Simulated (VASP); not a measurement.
# InSb in VASP: further runs, part 2 of 3

VASP 6.6.1.

### 3 Electric field gradients, LDA (volume scaled by 0.94)

Input file INCAR:

```
SYSTEM = InSb
PREC = Accurate
ENCUT = 520
EDIFF = 1E-8
ISMEAR = -1
SIGMA = 0.03
LREAL = .False.
LASPH = .True.
NELM = 80
ALGO = Normal
ISIF = 2
LWAVE = .False.
LCHARG = .False.
GGA = CA
LEFG = .True.
NBANDS = 16
```

Input file KPOINTS:

```
Automatic mesh
0
Gamma
  10 10 10
  0 0 0
```

Input file POSCAR:

```
InSb
1.0
    0.0000000000      3.1729773647      3.1729773647
    3.1729773647      0.0000000000      3.1729773647
    3.1729773647      3.1729773647      0.0000000000
In Sb
1 1
Direct
    0.0000000000      0.0000000000      0.0000000000
    0.7500000000      0.7500000000      0.7500000000
```

Potentials or basis: VASP PAW LDA potentials, release 64 (In_d, Sb).

Command:

```
$ cat potpaw_LDA.64/In_d/POTCAR potpaw_LDA.64/Sb/POTCAR > POTCAR
$ mpirun -np 1 vasp_std > vasp.out
```

OUTCAR:

```text
SYSTEM = InSb
   PREC = Accurate
   ENCUT = 520
   EDIFF = 1E-8
   ISMEAR = -1
   LREAL = .False.
   LASPH = .True.
   NELM = 80
   ISIF = 2
   GGA = CA

 ion  position               nearest neighbor table
   1  0.000  0.000  0.000-   2 2.75   2 2.75   2 2.75   2 2.75
   2  0.750  0.750  0.750-   1 2.75   1 2.75   1 2.75   1 2.75

  LATTYP: Found a face centered cubic cell.
 ALAT       =     6.3459547294

  Lattice vectors:

 A1 = (   0.0000000000,   3.1729773647,   3.1729773647)
 A2 = (   3.1729773647,   0.0000000000,   3.1729773647)
[... 668 lines left out ...]
  ---------------------------------------------------
  free  energy   TOTEN  =        -8.1886683364 eV

  energy  without entropy=       -8.1885194771  energy(sigma->0) =       -8.18859391

 Electric field gradients (V/A^2)
---------------------------------------------------------------------
 ion       V_xx      V_yy      V_zz      V_xy      V_xz      V_yz
---------------------------------------------------------------------
   1      -0.000     0.000    -0.000    -0.001    -0.001    -0.001
   2      -0.000    -0.000    -0.000    -0.000    -0.000    -0.000
---------------------------------------------------------------------

 Electric field gradients after diagonalization (V/A^2)
 (convention: |V_zz| > |V_xx| > |V_yy|)
----------------------------------------------------------------------
 ion       V_xx      V_yy      V_zz     asymmetry (V_yy - V_xx)/ V_zz
----------------------------------------------------------------------
   1       0.001     0.001    -0.002       0.000
   2       0.000     0.000    -0.000       0.000
----------------------------------------------------------------------

           NMR quadrupolar parameters

 Cq : quadrupolar parameter    Cq=e*Q*V_zz/h
 eta: asymmetry parameters     (V_yy - V_xx)/ V_zz
 Q  : nuclear electric quadrupole moment in mb (millibarn)
----------------------------------------------------------------------
 ion       Cq(MHz)       eta       Q (mb)
----------------------------------------------------------------------
   1      -0.000       0.000       1.000
   2      -0.000       0.000       1.000
----------------------------------------------------------------------
```

OSZICAR:

```text
N       E                     dE             d eps       ncg     rms          rms(c)
DAV:   1     0.115576414455E+03    0.11558E+03   -0.79240E+03  1504   0.114E+03
DAV:   2    -0.874526691969E+00   -0.11645E+03   -0.11278E+03  1784   0.293E+02
DAV:   3    -0.814034600975E+01   -0.72658E+01   -0.72449E+01  1832   0.730E+01
DAV:   4    -0.835168688163E+01   -0.21134E+00   -0.21130E+00  2000   0.145E+01
DAV:   5    -0.836383676860E+01   -0.12150E-01   -0.12150E-01  2176   0.289E+00    0.478E+00
DAV:   6    -0.822542552587E+01    0.13841E+00   -0.15758E-01  2120   0.645E+00    0.268E+00
DAV:   7    -0.819030645908E+01    0.35119E-01   -0.77874E-02  2136   0.267E+00    0.574E-01
DAV:   8    -0.818860547725E+01    0.17010E-02   -0.79085E-03  2040   0.107E+00    0.354E-01
DAV:   9    -0.818869203711E+01   -0.86560E-04   -0.76265E-04  1888   0.260E-01    0.105E-01
DAV:  10    -0.818866493486E+01    0.27102E-04   -0.55109E-05  1728   0.714E-02    0.343E-02
DAV:  11    -0.818866843554E+01   -0.35007E-05   -0.98640E-06  1968   0.355E-02    0.227E-02
DAV:  12    -0.818866833984E+01    0.95701E-07   -0.63258E-07  2032   0.676E-03    0.586E-03
DAV:  13    -0.818866833642E+01    0.34179E-08   -0.88688E-08  1888   0.293E-03
   1 F= -.81886683E+01 E0= -.81885939E+01  d E =-.148859E-03
```

stdout:

```text
POSCAR found type information on POSCAR InSb
 POSCAR found :  2 types and       2 ions
 scaLAPACK will be used
 LDA part: xc-table for (Slater(with rela. corr.)+CA(PZ))
 , standard interpolation
 POSCAR, INCAR and KPOINTS ok, starting setup
 FFT: planning ... GRIDC
 FFT: planning ... GRID_SOFT
 FFT: planning ... GRID
 WAVECAR not read
 entering main loop
ion   1

ion   2
```

It took 28 s on 1 thread of AMD EPYC 9R45 (Zen 5), shared host; peak memory 0.17 GiB.

What came out:

```yaml
Free_energy: -8.1887 eV
Pressure: 2.7 GPa
Band_gap_on_the_k_mesh: zero (filled and empty bands touch)
```

Caveat: without QUAD_EFG the Cq values of the log hold for a quadrupole moment of 1 mb, not for the nuclei; spin-orbit coupling is left out, which moves the levels of the heavy elements.

### 4 Electric field gradients, LDA (volume scaled by 0.9405)

Input file INCAR:

```
SYSTEM = InSb
  ALGO = Normal
  EDIFF = 1E-8
  ENCUT = 520
  ISIF = 2
  ISMEAR = -1
  LASPH = .True.
  LCHARG = .False.
  LEFG = .True.
  LREAL = .False.
  LWAVE = .False.
  NBANDS = 16
  NELM = 80
  PREC = Accurate
  SIGMA = 0.03
```

Input file KPOINTS:

```
k-points
0
Gamma
  10 10 10
  0 0 0
```

Input file POSCAR:

```
InSb
1.0
    0.0000000000      3.1735398497      3.1735398497
    3.1735398497      0.0000000000      3.1735398497
    3.1735398497      3.1735398497      0.0000000000
In Sb
1 1
Direct
    0.0000000000      0.0000000000      0.0000000000
    0.7500000000      0.7500000000      0.7500000000
```

Potentials or basis: VASP PAW LDA potentials, release 64 (In_d, Sb).

Command:

```
$ cat potpaw_LDA.64/In_d/POTCAR potpaw_LDA.64/Sb/POTCAR > POTCAR
$ mpirun -np 1 vasp_std > vasp.out
```

OUTCAR:

```text
SYSTEM = InSb
   EDIFF = 1E-8
   ENCUT = 520
   ISIF = 2
   ISMEAR = -1
   LASPH = .True.
   LREAL = .False.
   NELM = 80
   PREC = Accurate

 ion  position               nearest neighbor table
   1  0.000  0.000  0.000-   2 2.75   2 2.75   2 2.75   2 2.75
   2  0.750  0.750  0.750-   1 2.75   1 2.75   1 2.75   1 2.75

  LATTYP: Found a face centered cubic cell.
 ALAT       =     6.3470796994

  Lattice vectors:

 A1 = (   0.0000000000,   3.1735398497,   3.1735398497)
 A2 = (   3.1735398497,   0.0000000000,   3.1735398497)
 A3 = (   3.1735398497,   3.1735398497,   0.0000000000)

Analysis of symmetry for initial positions (statically):
=====================================================================
 Subroutine PRICEL returns:
 Original cell was already a primitive cell.

 Routine SETGRP: Setting up the symmetry group for a
 face centered cubic supercell.

 Subroutine GETGRP returns: Found 24 space group operations
 (whereof 24 operations were pure point group operations)
 out of a pool of 48 trial point group operations.

The static configuration has the point symmetry T_d .

Analysis of symmetry for dynamics (positions and initial velocities):
=====================================================================
 Subroutine PRICEL returns:
 Original cell was already a primitive cell.

 Routine SETGRP: Setting up the symmetry group for a
 face centered cubic supercell.

 Subroutine GETGRP returns: Found 24 space group operations
 (whereof 24 operations were pure point group operations)
 out of a pool of 48 trial point group operations.

The dynamic configuration has the point symmetry T_d .

 Subroutine INISYM returns: Found 24 space group operations
 (whereof 24 operations are pure point group operations),
 and found     1 'primitive' translations

----------------------------------------------------------------------------------------

                                     Primitive cell

  volume of cell :      63.9237

  direct lattice vectors                    reciprocal lattice vectors
     0.000000000  3.173539850  3.173539850    -0.157552772  0.157552772  0.157552772
     3.173539850  0.000000000  3.173539850     0.157552772 -0.157552772  0.157552772
     3.173539850  3.173539850  0.000000000     0.157552772  0.157552772 -0.157552772

  length of vectors
     4.488063096  4.488063096  4.488063096     0.272889406  0.272889406  0.272889406

  position of ions in fractional coordinates (direct lattice)
     0.000000000  0.000000000  0.000000000
     0.750000000  0.750000000  0.750000000

  ion indices of the primitive-cell ions
   primitive index   ion index
                 1           1
                 2           2

----------------------------------------------------------------------------------------

 KPOINTS: k-points

Automatic generation of k-mesh.
 Grid dimensions read from file:
 generate k-points for:   10   10   10

[... 70 lines left out ...]
   ISYM   =      2    0-nonsym 1-usesym 2-fastsym
   POTIM  = 0.5000    time-step for ionic-motion
   TEBEG  =    0.0;   TEEND  =   0.0 temperature during run
   PSTRESS=    0.0 pullay stress
   NELECT =      18.0000    total number of electrons
   NUPDOWN=      -1.0000    fix difference up-down
   EMIN   =  10.00;   EMAX   =-10.00  energy-range for DOS
   EFERMI =   0.00;   METHOD = LEGACY
   ISMEAR =    -1;   SIGMA  =   0.03  broadening in eV -4-tet -1-fermi 0-gaus
   EFERMI_NEDOS =   21; number of points for ismear=-14 and -15
   IALGO  =     38    algorithm
   IMIX   =      4    mixing-type and parameters
     AMIX     =   0.40;   BMIX     =  1.00
     AMIX_MAG =   1.60;   BMIX_MAG =  1.00
  volume/ion in A,a.u.               =      31.96       215.69
  Fermi-wavevector in a.u.,A,eV,Ry     =   1.073030  2.027732 15.665647  1.151393
  Thomas-Fermi vector in A             =   2.208817
   LORBIT       =      0    0 simple, 1 ext, 2 COOP (PROOUT), +10 PAW based schemes
   GGA     = CA    functional components
   LHFCALC =     F    Hartree Fock is set to
   AEXX    =    0.0000 exact exchange contribution
   IVDW    =     0    specifies the selected vdW correction
   LEPSILON=     F    determine dielectric tensor
   LRPA    =     F    only Hartree local field effects (RPA)
 non-spin polarized calculation
  energy-cutoff  :      520.00
  volume of cell :       63.92
 maximum number of plane-waves:      1759
 NGX is ok and might be reduce to    36
   NGX = 17   NGY = 17   NGZ = 17

 number of electron      18.0000005 magnetization

 Free energy of the ion-electron system (eV)
  ---------------------------------------------------
  ext. energy  EPLUGINS =         0.00000000
  ---------------------------------------------------
  free energy    TOTEN  =        -8.18924043 eV

  energy without entropy =       -8.18909137  energy(sigma->0) =       -8.18916590

 E-fermi :   5.6069     XC(G=0):  -9.2525

 val. band max:        5.5740113632   @ k =   0.0000   0.0000   0.0000
 cond. band min:       6.1060943585   @ k =   0.5000   0.0000   0.0000
 fundamental gap:      0.5320829953
 Fermi energy:         5.6068793116

 k-point     1 :       0.0000    0.0000    0.0000
  band No.  band energies     occupation
      1      -9.1358      2.00000
      2      -9.1358      2.00000
      3      -9.1358      2.00000
      4      -9.0296      2.00000
      5      -9.0296      2.00000
      6      -5.6103      2.00000
[... 433 lines left out ...]
      3      -9.0923      2.00000
      4      -9.0481      2.00000
      5      -9.0217      2.00000
      6      -4.0945      2.00000
[... 8 lines left out ...]
     15      15.2701      0.00000
     16      15.7868      0.00000

 [... further k-points ...]

------------------------ aborting loop because EDIFF is reached ----------------------------------------

  FORCE on cell =-STRESS in cart. coord.  units (eV):
  Direction    XX          YY          ZZ          XY          YZ          ZX
  --------------------------------------------------------------------------------------
  -------------------------------------------------------------------------------------
  Total        1.0536990      1.0536990      1.0536990      0.0000000      0.0000000     -0.0000000
  in kB       26.4098108     26.4098108     26.4098108      0.0000000      0.0000000     -0.0000000
  external PRESSURE =      26.4098108 kB  Pullay stress =       0.0000000 kB

 VOLUME and BASIS-vectors are now :
 -----------------------------------------------------------------------------
  energy-cutoff  :      520.00
  volume of cell :       63.92
      direct lattice vectors                 reciprocal lattice vectors
     0.000000000  3.173539850  3.173539850    -0.157552772  0.157552772  0.157552772
     3.173539850  0.000000000  3.173539850     0.157552772 -0.157552772  0.157552772
     3.173539850  3.173539850  0.000000000     0.157552772  0.157552772 -0.157552772

 POSITION                                       TOTAL-FORCE (eV/Angst)
 -----------------------------------------------------------------------------------
      0.00000      0.00000      0.00000         0.000000      0.000000      0.000000
      4.76031      4.76031      4.76031        -0.000000     -0.000000     -0.000000
 -----------------------------------------------------------------------------------
    total drift:                                0.000000      0.000000      0.000000

  FREE ENERGIE OF THE ION-ELECTRON SYSTEM (eV)
  ---------------------------------------------------
  free  energy   TOTEN  =        -8.1892404278 eV

  energy  without entropy=       -8.1890913705  energy(sigma->0) =       -8.18916590

 Electric field gradients (V/A^2)
---------------------------------------------------------------------
 ion       V_xx      V_yy      V_zz      V_xy      V_xz      V_yz
---------------------------------------------------------------------
   1       0.000     0.000     0.000    -0.001    -0.001    -0.001
   2       0.000    -0.000     0.000    -0.000    -0.000    -0.000
---------------------------------------------------------------------

 Electric field gradients after diagonalization (V/A^2)
 (convention: |V_zz| > |V_xx| > |V_yy|)
----------------------------------------------------------------------
 ion       V_xx      V_yy      V_zz     asymmetry (V_yy - V_xx)/ V_zz
----------------------------------------------------------------------
   1       0.001     0.001    -0.002       0.000
   2       0.000     0.000    -0.000       0.000
----------------------------------------------------------------------

           NMR quadrupolar parameters

 Cq : quadrupolar parameter    Cq=e*Q*V_zz/h
 eta: asymmetry parameters     (V_yy - V_xx)/ V_zz
 Q  : nuclear electric quadrupole moment in mb (millibarn)
----------------------------------------------------------------------
 ion       Cq(MHz)       eta       Q (mb)
----------------------------------------------------------------------
   1      -0.000       0.000       1.000
   2      -0.000       0.000       1.000
----------------------------------------------------------------------
```

Run time: 27 s. Hardware: 1 thread of AMD EPYC 9R45 (Zen 5), shared host; peak memory 0.17 GiB.

What came out:

| Item | Value |
| --- | --- |
| Free energy | -8.1892 eV |
| Pressure | 2.6 GPa |
| Band gap on the k mesh | zero (filled and empty bands touch) |

Caveat: without QUAD_EFG the Cq values of the log hold for a quadrupole moment of 1 mb, not for the nuclei; spin-orbit coupling is left out, which moves the levels of the heavy elements.

[end of part 2 of 3]
